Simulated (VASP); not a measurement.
Write the native input for VASP 6.6.1 that does the following.

```
Task                   : single point
Functional             : LDA
Potentials or basis    : VASP PAW LDA potentials, release 64 (Rh_pv)
Cutoff                 : 520 eV
k mesh                 : 22 × 22 × 22
Occupations            : gaussian, width 0.15 eV
Spin                   : no spin polarisation
Dipole correction      : no
Further INCAR settings : ALGO = Fast; EDIFF = 1e-07; NBANDS = 14
```

The structure of Rh lies in POSCAR:

```
Rh
1.0
    0.0000000000      1.9015500000      1.9015500000
    1.9395810000      0.0000000000      1.9015500000
    1.9395810000      1.9015500000      0.0000000000
Rh
1
Direct
    0.0000000000      0.0000000000      0.0000000000
```

This cell differs from its parent crystal: strain +0.0200 x Voigt [1, 0, 0, 0, 0, 0].

These files were run (other wordings do the same):

INCAR

```
ALGO     = Fast           # electronic algorithm
EDIFF    = 1E-7           # SCF threshold, eV
ENCUT    = 520            # plane-wave cutoff, eV
ISIF     = 2              # what is computed and relaxed
ISMEAR   = 0              # smearing method
LASPH    = T              # aspherical terms in the spheres
LCHARG   = F              # write CHGCAR
LREAL    = F              # projectors in reciprocal space
LWAVE    = F              # write WAVECAR
NBANDS   = 14             # bands
NELM     = 100            # most SCF steps
PREC     = Accurate       # precision mode
SIGMA    = 0.15           # smearing width, eV
```

KPOINTS

```
k-points
0
Gamma
  22 22 22
```

Potentials or basis: VASP PAW LDA potentials, release 64 (Rh_pv).

Command:

```sh
$ cat potpaw_LDA.64/Rh_pv/POTCAR > POTCAR
$ mpirun -np 1 vasp_std > vasp.out
```

It gave:

The pressure is -15.2 GPa.

Caveat: the cell differs from its parent crystal (strain +0.0200 x Voigt [1, 0, 0, 0, 0, 0]).

Wall time 61 s on 1 thread of Intel(R) Xeon(R) 6975P-C (Granite Rapids), on a shared host, peak memory 0.24 GiB.
